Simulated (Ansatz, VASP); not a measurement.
# One calculation of Be16CO, two programs

The input INCAR:

```
ALGO = Normal
DIPOL = 0.5 0.5 0.307
EDIFF = 1E-7
ENCUT = 520
GGA = PE
IDIPOL = 3
ISIF = 2
ISMEAR = 0
LASPH = T
LCHARG = F
LDIPOL = T
LREAL = Auto
LWAVE = F
NBANDS = 36
NELM = 60
PREC = Accurate
SIGMA = 0.1
```

The input KPOINTS:

```
k-points
0
Gamma
  6 6 1
```

Contents of POSCAR:

```
Be16CO
1.0
    4.5254381410      0.0000000000      0.0000000000
   -2.2627190705      3.9191443934      0.0000000000
    0.0000000000      0.0000000000     23.4761687145
Be C O
16 1 1
Direct
    0.3333333333      0.1666666667      0.1703855535
    0.3333333333      0.6666666667      0.1703855535
    0.8333333333      0.1666666667      0.1703855535
    0.8333333333      0.6666666667      0.1703855535
    0.1666666667      0.3333333333      0.2463521558
    0.1666666667      0.8333333333      0.2463521558
    0.6666666667      0.3333333333      0.2463521558
    0.6666666667      0.8333333333      0.2463521558
    0.3333333333      0.1666666667      0.3241941575
    0.3333333333      0.6666666667      0.3241941575
    0.8333333333      0.1666666667      0.3241941575
    0.8333333333      0.6666666667      0.3241941575
    0.1666666667      0.3333333333      0.4036505628
    0.1666666667      0.8333333333      0.4036505628
    0.6666666667      0.3333333333      0.4036505628
    0.6666666667      0.8333333333      0.4036505628
    0.1666666667      0.3333333333      0.4735086397
    0.3146581520      0.1853418480      0.4735086397
```

Input for Ansatz:

```yaml
crystal:
  lattice:
    - [4.525438141, 0.0, 0.0]
    - [-2.2627190705, 3.9191443934, 0.0]
    - [0.0, 0.0, 23.4761687145]
  atoms:
    - { symbol: Be, position: [0.3333333333, 0.1666666667, 0.1703855535] }
    - { symbol: Be, position: [0.3333333333, 0.6666666667, 0.1703855535] }
    - { symbol: Be, position: [0.8333333333, 0.1666666667, 0.1703855535] }
    - { symbol: Be, position: [0.8333333333, 0.6666666667, 0.1703855535] }
    - { symbol: Be, position: [0.1666666667, 0.3333333333, 0.2463521558] }
    - { symbol: Be, position: [0.1666666667, 0.8333333333, 0.2463521558] }
    - { symbol: Be, position: [0.6666666667, 0.3333333333, 0.2463521558] }
    - { symbol: Be, position: [0.6666666667, 0.8333333333, 0.2463521558] }
    - { symbol: Be, position: [0.3333333333, 0.1666666667, 0.3241941575] }
    - { symbol: Be, position: [0.3333333333, 0.6666666667, 0.3241941575] }
    - { symbol: Be, position: [0.8333333333, 0.1666666667, 0.3241941575] }
    - { symbol: Be, position: [0.8333333333, 0.6666666667, 0.3241941575] }
    - { symbol: Be, position: [0.1666666667, 0.3333333333, 0.4036505628] }
    - { symbol: Be, position: [0.1666666667, 0.8333333333, 0.4036505628] }
    - { symbol: Be, position: [0.6666666667, 0.3333333333, 0.4036505628] }
    - { symbol: Be, position: [0.6666666667, 0.8333333333, 0.4036505628] }
    - { symbol: C, position: [0.1666666667, 0.3333333333, 0.4735086397] }
    - { symbol: O, position: [0.314658152, 0.185341848, 0.4735086397] }
basis:
  ecutwfc: 420
kpoints:
  mp_grid: { grid: [6, 6, 1] }
hamiltonian:
  xc: pbe
scf:
  occupations: { method: gaussian, width: 0.1 }
output:
  forces: true
  eigenvalues: true
efield:
  axis: 3
  dipole_correction: true
  ramp_width: 0.04
```

Alike in both runs: task single point; functional PBE; k mesh 6 × 6 × 1; occupations gaussian, width 0.1 eV; no spin polarisation.

```csv
,VASP,Ansatz
version,VASP 6.6.1,Ansatz 0.2.0
potentials or method,"VASP PAW PBE potentials, release 64 (Be, C, O), cutoff 520 eV","scalar-relativistic, plane waves, PAW"
valence electrons in the cell,42,42
```

|  | VASP | Ansatz | Ansatz less VASP |
| --- | --- | --- | --- |
| gap on the k mesh at the Fermi level (eV) | none | none | - |
| rms of the force components (eV/Å) | 1.239 | 1.108 | -0.1307 |

Atom by atom the forces differ by 0.157 eV/Å (rms over components). A gap of «none» marks a metal or a gap that the smearing closes.

Noted on VASP's run: the standard files for N, O and F lose accuracy on very short bonds.
